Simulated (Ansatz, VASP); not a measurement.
Tc in VASP and in Ansatz

```
Tc
1.0
     2.74000    0.00000    0.00000
    -1.37000    2.37291    0.00000
     0.00000    0.00000    4.44198
Tc
2
Direct
  0.33333 0.66667 0.25000
  0.66667 0.33333 0.75000
```

Change from the starting cell: zz strain of +1 %, crystal datasets.

Alike in both runs: task electric field gradients; functional LDA; k mesh 17 × 17 × 9; occupations fermi-dirac, width 0.08 eV; no spin polarisation.

|  | VASP | Ansatz |
| --- | --- | --- |
| version | VASP 6.6.1 | Ansatz 0.2.0 |
| potentials or method | VASP PAW LDA potentials, release 64 (Tc_pv), cutoff 520 eV | all-electron PAW with datasets made for the crystal, scalar-relativistic |

VASP gave:

| Property | Result |
| --- | --- |
| pressure (GPa) | -14.4 |
| traceless stress, the component that is largest in VASP (GPa) | -3.29 |
| size of Vzz on the site where it differs most (V/Å²) | 13.0 |

Question: What did Ansatz give for the same quantities?

Answer: Pressure (GPa): -14.5; traceless stress, the component that is largest in VASP (GPa): -3.27; size of Vzz on the site where it differs most (V/Å²): 12.5.

LDA's correlation is that of Perdew and Zunger in VASP and of Perdew and Wang (1992) in Ansatz. Ansatz ran all-electron here, and VASP with PAW potentials.
